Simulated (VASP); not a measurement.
# MgO (Pm-3m) in VASP: G0W0 quasiparticle levels with PBE

Aim: the G0W0 quasiparticle levels of MgO with PBE.

All numbers are computed with VASP 6.6.1; they aren't measurements. Logs are shortened: lines on timing, memory, paths and dates and some standing lists are left out, and cuts for length are marked.

## Step 1: The cell of the first run

The structure is cubic, space group Pm-3m (No. 221). Conventional cell: a = 2.623 Å, b = 2.623 Å, c = 2.623 Å, α = 90.00°, β = 90.00°, γ = 90.00°. Within 3.0 Å of Mg (site symmetry m-3m) lie 8 O at 2.27 Å and 6 Mg at 2.62 Å. O (site symmetry m-3m) has 8 Mg at 2.27 Å and 6 O at 2.62 Å within 3.0 Å.

## Step 2: G0W0 quasiparticle levels, PBE

POSCAR reads:

```
MgO
1.0
    2.6233491285      0.0000000000      0.0000000000
    0.0000000000      2.6233491285      0.0000000000
    0.0000000000      0.0000000000      2.6233491285
Mg O
1 1
Direct
    0.0000000000      0.0000000000      0.0000000000
    0.5000000000      0.5000000000      0.5000000000
```

INCAR.step1 reads:

```
SYSTEM = MgO
ALGO = Normal
EDIFF = 1E-8
ENCUT = 500
GGA = PE
ISMEAR = 0
LASPH = .TRUE.
LCHARG = .FALSE.
LREAL = .FALSE.
LWAVE = .TRUE.
NELM = 60
PREC = Accurate
SIGMA = 0.01
```

INCAR.step2 reads:

```
SYSTEM = MgO
ALGO = Exact
EDIFF = 1E-8
ENCUT = 500
GGA = PE
ISMEAR = 0
ISTART = 1
LASPH = .TRUE.
LCHARG = .FALSE.
LOPTICS = .TRUE.
LREAL = .FALSE.
LWAVE = .TRUE.
NBANDS = 57
NELM = 1
PREC = Accurate
SIGMA = 0.01
```

INCAR.step3 reads:

```
SYSTEM = MgO
ALGO = EVGW0
EDIFF = 1E-8
ENCUT = 500
ENCUTGW = 120.0
GGA = PE
ISMEAR = 0
ISTART = 1
LASPH = .TRUE.
LCHARG = .FALSE.
LREAL = .FALSE.
LWAVE = .FALSE.
NBANDS = 57
NBANDSGW = 12
NELMGW = 1
NOMEGA = 96
OMEGAMAX = 20
PREC = Accurate
PRECFOCK = Fast
SIGMA = 0.01
```

KPOINTS reads:

```
k-points
0
G
  6 6 6
  0 0 0
```

Potentials or basis: VASP PAW PBE potentials, release 64 (Mg_GW, O_GW).

On the command line:

```
$ cat potpaw_PBE.64/Mg_GW/POTCAR potpaw_PBE.64/O_GW/POTCAR > POTCAR
$ cp INCAR.step1 INCAR
$ mpirun -np 1 vasp_std > vasp.out
$ cp INCAR.step2 INCAR
$ mpirun -np 1 vasp_std > vasp.out
$ cp INCAR.step3 INCAR
$ mpirun -np 1 vasp_std > vasp.out
```

OUTCAR:

```text
SYSTEM = MgO
   EDIFF = 1E-8
   ENCUT = 500
   ENCUTGW = 120.0
   GGA = PE
   ISMEAR = 0
   ISTART = 1
   LASPH = .TRUE.
   LREAL = .FALSE.
   NELMGW = 1
   PREC = Accurate
   PRECFOCK = Fast

 ion  position               nearest neighbor table
   1  0.000  0.000  0.000-
   2  0.500  0.500  0.500-

  LATTYP: Found a simple cubic cell.
 ALAT       =     2.6233491285

  Lattice vectors:

 A1 = (   2.6233491285,   0.0000000000,   0.0000000000)
 A2 = (   0.0000000000,   2.6233491285,   0.0000000000)
 A3 = (   0.0000000000,   0.0000000000,   2.6233491285)

Analysis of symmetry for initial positions (statically):
=====================================================================
 Subroutine PRICEL returns:
 Original cell was already a primitive cell.

 Routine SETGRP: Setting up the symmetry group for a
 simple cubic supercell.

 Subroutine GETGRP returns: Found 48 space group operations
 (whereof 48 operations were pure point group operations)
 out of a pool of 48 trial point group operations.

The static configuration has the point symmetry O_h .

Analysis of symmetry for dynamics (positions and initial velocities):
=====================================================================
 Subroutine PRICEL returns:
 Original cell was already a primitive cell.

 Routine SETGRP: Setting up the symmetry group for a
 simple cubic supercell.

 Subroutine GETGRP returns: Found 48 space group operations
 (whereof 48 operations were pure point group operations)
 out of a pool of 48 trial point group operations.

The dynamic configuration has the point symmetry O_h .

 Subroutine INISYM returns: Found 48 space group operations
 (whereof 48 operations are pure point group operations),
 and found     1 'primitive' translations

----------------------------------------------------------------------------------------

                                     Primitive cell

  volume of cell :      18.0538

  direct lattice vectors                    reciprocal lattice vectors
     2.623349129  0.000000000  0.000000000     0.381192114  0.000000000  0.000000000
     0.000000000  2.623349129  0.000000000     0.000000000  0.381192114  0.000000000
     0.000000000  0.000000000  2.623349129     0.000000000  0.000000000  0.381192114

  length of vectors
     2.623349129  2.623349129  2.623349129     0.381192114  0.381192114  0.381192114

  position of ions in fractional coordinates (direct lattice)
     0.000000000  0.000000000  0.000000000
     0.500000000  0.500000000  0.500000000

  ion indices of the primitive-cell ions
   primitive index   ion index
                 1           1
                 2           2

----------------------------------------------------------------------------------------

 KPOINTS: k-points

Automatic generation of k-mesh.
 Grid dimensions read from file:
 generate k-points for:    6    6    6

 Generating k-lattice:

  Cartesian coordinates                     Fractional coordinates (reciprocal lattice)
     0.063532019  0.000000000  0.000000000     0.166666667  0.000000000  0.000000000
     0.000000000  0.063532019  0.000000000     0.000000000  0.166666667  0.000000000
     0.000000000  0.000000000  0.063532019     0.000000000  0.000000000  0.166666667

  Length of vectors
     0.063532019  0.063532019  0.063532019

  Shift w.r.t. Gamma in fractional coordinates (k-lattice)
     0.000000000  0.000000000  0.000000000

 Subroutine IBZKPT returns following result:
 ===========================================

 Found     20 irreducible k-points:

 Following reciprocal coordinates:
            Coordinates               Weight
  0.000000  0.000000  0.000000      1.000000
  0.166667  0.000000  0.000000      6.000000
  0.333333  0.000000  0.000000      6.000000
  0.500000  0.000000  0.000000      3.000000
  0.166667  0.166667  0.000000     12.000000
  0.333333  0.166667  0.000000     24.000000
[... 12 lines left out ...]
  0.500000  0.500000  0.333333      6.000000
  0.500000  0.500000  0.500000      1.000000
   k-points           NKPTS =     20   k-points in BZ     NKDIM =    216   number of bands    NBANDS=     57
   number of dos      NEDOS =    301   number of ions     NIONS =      2
   total plane-waves  NPLWV =   8000
   dimension x,y,z NGX =    20 NGY =   20 NGZ =   20
   dimension x,y,z NGXF=    40 NGYF=   40 NGZF=   40
   ions per type =               1   1
   NGX,Y,Z   is equivalent  to a cutoff of  12.67, 12.67, 12.67 a.u.
   NGXF,Y,Z  is equivalent  to a cutoff of  25.35, 25.35, 25.35 a.u.
 SYSTEM =  MgO
   PREC   = accura    normal or accurate (medium, high low for compatibility)
   ISTART =      1    job   : 0-new  1-cont  2-samecut
   ICHARG =      0    charge: 1-file 2-atom 10-const
   ISPIN  =      1    spin polarized calculation?
   LNONCOLLINEAR =      F non collinear calculations
   LSORBIT =      F    spin-orbit coupling
   LASPH  =      T    aspherical Exc in radial PAW
   ENCUT  =  500.0 eV  36.75 Ry    6.06 a.u.   4.78  4.78  4.78*2*pi/ulx,y,z
   NELM   =     60;   NELMIN=  2; NELMDL=  0     # of ELM steps
   EDIFF  = 0.1E-07   stopping-criterion for ELM
   LREAL  =      F    real-space projection
   EDIFFG = 0.1E-06   stopping-criterion for IOM
   NSW    =      0    number of steps for IOM
   IBRION =     -1    ionic relax: 0-MD 1-quasi-New 2-CG
   NFREE  =      0    steps in history (QN), initial steepest desc. (CG)
   ISIF   =      0    stress and relaxation
   ISYM   =      3    0-nonsym 1-usesym 2-fastsym
   POTIM  = 0.5000    time-step for ionic-motion
   TEBEG  =    0.0;   TEEND  =   0.0 temperature during run
   PSTRESS=    0.0 pullay stress
   NELECT =       8.0000    total number of electrons
   NUPDOWN=      -1.0000    fix difference up-down
   EMIN   =  10.00;   EMAX   =-10.00  energy-range for DOS
   EFERMI =   0.00;   METHOD = LEGACY
   ISMEAR =     0;   SIGMA  =   0.01  broadening in eV -4-tet -1-fermi 0-gaus
   EFERMI_NEDOS =   21; number of points for ismear=-14 and -15
   IALGO  =     38    algorithm
   IMIX   =      4    mixing-type and parameters
     AMIX     =   0.40;   BMIX     =  1.00
     AMIX_MAG =   1.60;   BMIX_MAG =  1.00
  volume/ion in A,a.u.               =       9.03        60.92
  Fermi-wavevector in a.u.,A,eV,Ry     =   1.248098  2.358563 21.194461  1.557749
  Thomas-Fermi vector in A             =   2.382200
   LORBIT       =      0    0 simple, 1 ext, 2 COOP (PROOUT), +10 PAW based schemes
   GGA     = PE    functional components
   LHFCALC =     T    Hartree Fock is set to
   PRECFOCK=fast      Normal, Fast or Accurate (Low or Medium for compatibility)
   ENCUT4O =  -1.0   cutoff for four orbital integrals eV
   NKREDX  =     1    reduce k-point grid by
   NKREDY  =     1    reduce k-point grid by
   NKREDZ  =     1    reduce k-point grid by
   AEXX    =    1.0000 exact exchange contribution
   HFSCREEN=    0.0000 screening length (either q_TF or 0.3 A-1)
   HFSCREENC=   0.0000 screening length for correlation (either q_TF or 0.3 A-1)
   ENCUTFOCK=  -1.0 apply spherical cutoff to Coloumb kernel
   IVDW    =     0    specifies the selected vdW correction
   LEPSILON=     F    determine dielectric tensor
   LRPA    =     F    only Hartree local field effects (RPA)
   LRPAFORCE           =     F    calculate RPA forces
   ENCUTGW             = 120.0    cutoff for response function in eV
   ENCUTGWSOFT         =  96.0    soft cutoff for Coulomb kernel in GW response function in eV
   ENCUTLF             =  -1.0    cutoff for local field effects
   NELMGW              =     1    number of iterations in solving QP/BSE equation
   NELMHF              =     1    number of iterations in the inner HF iteration
   NKREDLFX            =     1    NKREDLFY  =   1   NKREDLFZ  =   1
 non-spin polarized calculation
 Gauss-broadening in eV      SIGMA  =   0.01
  energy-cutoff  :      500.00
  volume of cell :       18.05
 maximum number of plane-waves:       480
 NGX is ok and might be reduce to    20
  NGX = 12; NGY = 12; NGZ = 12
   NGX =  9   NGY =  9   NGZ =  9
 maximum number of plane-waves:        61
 NGX is ok and might be reduce to    10

 QP shifts <psi_nk| G(iteration)W_0 |psi_nk>: iteration 1
 for sc-GW calculations column KS-energies equals QP-energies in previous step
 and V_xc(KS)=  KS-energies - (<T + V_ion + V_H > + <T+V_H+V_ion>^1  + <V_x>^1)

 k-point   1 :       0.0000    0.0000    0.0000
  band No.  KS-energies  QP-energies   sigma(KS)   V_xc(KS)     V^pw_x(r,r')   Z            occupation Imag(sigma)

      1     -13.4756     -15.1513     -20.4305     -17.8899     -29.6708       0.6596       2.0000       1.0620
      2       4.1011       3.1573     -20.4592     -19.2292     -24.5966       0.7673       2.0000       0.0580
      3       4.1011       3.1573     -20.4592     -19.2292     -24.5966       0.7673       2.0000       0.0580
      4       4.1011       3.1573     -20.4592     -19.2292     -24.5966       0.7673       2.0000       0.0580
      5       7.7376       8.8270     -10.9348     -12.2522      -7.7462       0.8269       0.0000      -0.0411
      6      15.5963      16.5925      -7.7502      -8.9616      -3.3018       0.8224       0.0000      -0.0625
      7      15.5963      16.5925      -7.7502      -8.9616      -3.3018       0.8224       0.0000      -0.0625
      8      25.4707      27.0382      -9.6083     -11.5933      -3.5858       0.7897       0.0000      -0.7012
      9      25.4707      27.0382      -9.6083     -11.5933      -3.5858       0.7897       0.0000      -0.7012
     10      25.4707      27.0382      -9.6083     -11.5933      -3.5858       0.7897       0.0000      -0.7012
     11      32.7805      34.3100      -7.8864      -9.7229      -2.5276       0.8329       0.0000      -0.6771
     12      32.7805      34.3100      -7.8864      -9.7229      -2.5276       0.8329       0.0000      -0.6771

 k-point   2 :       0.1667    0.0000    0.0000
  band No.  KS-energies  QP-energies   sigma(KS)   V_xc(KS)     V^pw_x(r,r')   Z            occupation Imag(sigma)
[... 289 lines left out ...]
      1     -10.4840     -12.1941     -22.9218     -20.5564     -31.8959       0.7230       2.0000       1.0401
      2       1.4473       0.2263     -18.8424     -17.2015     -23.3710       0.7442       2.0000       0.0860
      3       1.4473       0.2263     -18.8424     -17.2015     -23.3710       0.7442       2.0000       0.0860
      4       1.4473       0.2263     -18.8424     -17.2015     -23.3710       0.7442       2.0000       0.0860
      5      12.6478      13.6977      -7.6296      -8.9010      -3.4279       0.8257       0.0000      -0.0540
      6      12.6478      13.6977      -7.6296      -8.9010      -3.4279       0.8257       0.0000      -0.0540
      7      12.6478      13.6977      -7.6296      -8.9010      -3.4279       0.8257       0.0000      -0.0540
      8      21.5701      22.8014      -6.9937      -8.5534      -1.5789       0.7894       0.0000      -0.3613
      9      24.0922      25.8098     -12.3386     -14.5626      -6.2794       0.7723       0.0000      -0.5003
     10      24.0922      25.8098     -12.3386     -14.5626      -6.2794       0.7723       0.0000      -0.5003
     11      24.0922      25.8098     -12.3386     -14.5626      -6.2794       0.7723       0.0000      -0.5003
     12      41.8937      44.8489     -10.5619     -13.7506      -4.5937       0.9268       0.0000      -2.0813
```

It took 2.1 min on 1 thread of Intel Xeon Platinum 8375C at 2.90GHz (Ice Lake), shared host; peak memory 0.28 GiB.

Results:

| Quantity | Value |
| --- | --- |
| Quasiparticle gap | 4.51 eV |
| Least direct quasiparticle gap | 5.67 eV |
| Band gap of the starting levels on the mesh | 2.62 eV |
| Least direct gap of the starting levels on the mesh | 3.64 eV |

Caveat: the k points lie up to 0.40 Å⁻¹ apart; bands, screening cutoff and mesh are small and nothing is extrapolated, so the quasiparticle values aren't converged; the structure was generated, so it needn't be the stable form of MgO.
